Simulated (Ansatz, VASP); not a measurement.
Two plane-wave programs on Li

```
CELL_PARAMETERS angstrom
4.45413 0.04454 -0.04454
0.04454 4.45413 0.04454
-0.04454 0.04454 4.45413
ATOMIC_POSITIONS crystal
Li 0.88739 0.11300 0.60868
Li 0.38700 0.39132 0.38739
Li 0.10868 0.61261 0.88700
Li 0.61692 0.88308 0.11692
```

Alike in both runs: task single point; functional PBEsol; k mesh 9 × 9 × 9; occupations gaussian, width 0.1 eV; no spin polarisation.

|  | VASP | Ansatz |
| --- | --- | --- |
| version | VASP 6.6.1 | Ansatz 0.2.0 |
| potentials or method | VASP PAW PBE potentials, release 64 (Li_sv), cutoff 520 eV | scalar-relativistic, plane waves, PAW |
| valence electrons in the cell | 12 | 12 |

VASP gave:

```
gap on the k mesh at the Fermi level (eV) : none
rms of the force components (eV/Å)        : 0.091
```

What did Ansatz give for the same quantities?

gap on the k mesh at the Fermi level (eV): none; rms of the force components (eV/Å): 0.090.

VASP's potentials were made for PBE, not for PBEsol. Atom by atom the forces differ by 0.000 eV/Å (rms over components). A gap of «none» marks a metal or a gap that the smearing closes.

Noted on VASP's run: the cutoff is short for stress, so the pressure is rough.
